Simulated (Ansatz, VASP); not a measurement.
# Fe5Co3 in VASP and in Ansatz

INCAR

```
SYSTEM = Fe5Co3
  PREC = Accurate
  ENCUT = 600
  EDIFF = 1E-6
  ISMEAR = 0
  SIGMA = 0.1
  LREAL = .FALSE.
  LASPH = .TRUE.
  NELM = 150
  ALGO = Fast
  ISIF = 3
  LWAVE = .FALSE.
  LCHARG = .FALSE.
  ISPIN = 2
  MAGMOM = 2.55 2.9 2.9 2.9 2.9 1.98 1.98 1.98
  LORBIT = 11
  LMAXMIX = 4
  GGA = PE
  IBRION = 2
  NSW = 90
  EDIFFG = -0.04
```

Contents of KPOINTS:

```
Automatic mesh
0
G
  4 4 4
  0 0 0
```

The input POSCAR:

```
Fe5Co3
1.0
   -2.7709080000      2.7709080000      2.7709080000
    2.7709080000     -2.7709080000      2.7709080000
    2.7709080000      2.7709080000     -2.7709080000
Fe Co
5 3
Direct
    0.0000000000      0.0000000000      0.0000000000
    0.0000000000      0.0000000000      0.5000000000
    0.0000000000      0.5000000000      0.0000000000
    0.5000000000      0.0000000000      0.0000000000
    0.5000000000      0.5000000000      0.5000000000
    0.0000000000      0.5000000000      0.5000000000
    0.5000000000      0.5000000000      0.0000000000
    0.5000000000      0.0000000000      0.5000000000
```

Input for Ansatz:

```yaml
crystal:
  lattice:
    - [-2.770908, 2.770908, 2.770908]
    - [2.770908, -2.770908, 2.770908]
    - [2.770908, 2.770908, -2.770908]
  atoms:
    - { symbol: Fe, position: [0.0, 0.0, 0.0], spin: 2.55 }
    - { symbol: Fe, position: [0.0, 0.0, 0.5], spin: 2.9 }
    - { symbol: Fe, position: [0.0, 0.5, 0.0], spin: 2.9 }
    - { symbol: Fe, position: [0.5, 0.0, 0.0], spin: 2.9 }
    - { symbol: Fe, position: [0.5, 0.5, 0.5], spin: 2.9 }
    - { symbol: Co, position: [0.0, 0.5, 0.5], spin: 1.98 }
    - { symbol: Co, position: [0.5, 0.5, 0.0], spin: 1.98 }
    - { symbol: Co, position: [0.5, 0.0, 0.5], spin: 1.98 }
basis:
  ecutwfc: 420
kpoints:
  mp_grid: { grid: [4, 4, 4] }
hamiltonian:
  xc: pbe
scf:
  occupations: { method: gaussian, width: 0.1 }
  lower_state_search: "off"
output:
  forces: true
  stress: true
  eigenvalues: true
  populations: true
magnetization:
  spin_polarized: true
relax:
  adjacent_minimum: "off"
  f_tol: 0.04
  max_steps: 70
  cell: { stress_tol: 0.4 }
```

Alike in both runs: task relaxation of cell and atoms; functional PBE; k mesh 4 × 4 × 4; occupations gaussian, width 0.1 eV; collinear spin.

|  | VASP | Ansatz |
| --- | --- | --- |
| version | VASP 6.6.1 | Ansatz 0.2.0 |
| potentials or method | VASP PAW PBE potentials, release 64 (Fe, Co), cutoff 600 eV | scalar-relativistic, plane waves, PAW |
| valence electrons in the cell | 67 | 131 |

VASP gave:

```
gap on the k mesh at the Fermi level, each at its own relaxed structure (eV)  : none
net moment per atom (μB)                                                      : 2.37
size of the moment on the site where the two differ most (μB)                 : 1.80
relaxed volume (Å³/atom)                                                      : 11.61
relaxed length of the cell vector where the two differ most in proportion (Å) : 4.941
```

Q: Which values does Ansatz return?

A: gap on the k mesh at the Fermi level, each at its own relaxed structure (eV): none; net moment per atom (μB): 2.38; size of the moment on the site where the two differ most (μB): 1.88; relaxed volume (Å³/atom): 11.61; relaxed length of the cell vector where the two differ most in proportion (Å): 4.941.

Site moments also hang on the region over which each program counts them. A gap of «none» marks a metal or a gap that the smearing closes. VASP's potentials hold 67 valence electrons a cell and Ansatz's 131, so a difference there can come from the potentials and not from the codes.

The k mesh is coarse, so the values compare programs but aren't converged.
